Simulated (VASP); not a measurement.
Set up this calculation in VASP 6.6.1, as the native input.

```yaml
Task: single point
Functional: PBE
Potentials_or_basis: VASP PAW PBE potentials, release 64 (As)
Cutoff: 270 eV
k_mesh: 5 × 6 × 1
Occupations: gaussian, width 0.03 eV
Spin: no spin polarisation
Tolerance_level: standard
Dipole_correction: yes
Purpose: levels
Further_INCAR_settings: ALGO = Normal; EDIFF = 1e-06; NELMDL = -8; ISIF = 0
```

The structure of As lies in POSCAR:

```
As
1.0
    4.4700000000      0.0000000000      0.0000000000
    0.0000000000     -3.6500000000      0.0000000000
    0.0000000000      0.0000000000    -18.4200000000
As
4
Direct
    0.0000000000      0.0000000000      0.4343105320
    0.1200000000      0.0000000000      0.5656894680
    0.5000000000      0.5000000000      0.5656894680
    0.6200000000      0.5000000000      0.4343105320
```

The input as run:

INCAR

```
SYSTEM = As
GGA = PE ; LDIPOL = .True.
IDIPOL = 3 ; DIPOL = 0.5 0.5 0.500
ISMEAR = 0 ; SIGMA = 0.03
LWAVE = .False. ; LCHARG = .False.
ISIF = 0 ; PREC = Accurate
LASPH = .True. ; LREAL = .False.
ALGO = Normal ; EDIFF = 1E-6
NELM = 120 ; GGA_COMPAT = .False.
ENCUT = 270 ; EFERMI = MIDGAP
NELMDL = -8
```

KPOINTS

```
Automatic mesh
0
Gamma
  5 6 1
  0 0 0
```

Potentials or basis: VASP PAW PBE potentials, release 64 (As).

Launch:

```sh
$ cat potpaw_PBE.64/As/POTCAR > POTCAR
$ mpirun -np 1 vasp_std > vasp.out
```

Results of the run:

```yaml
Largest_force: 0.005 eV/Å
```

Wall time 57 s on 1 thread of AMD EPYC 7R43 64-Core Processor (Zen 3) (shared host), peak memory 0.16 GiB.
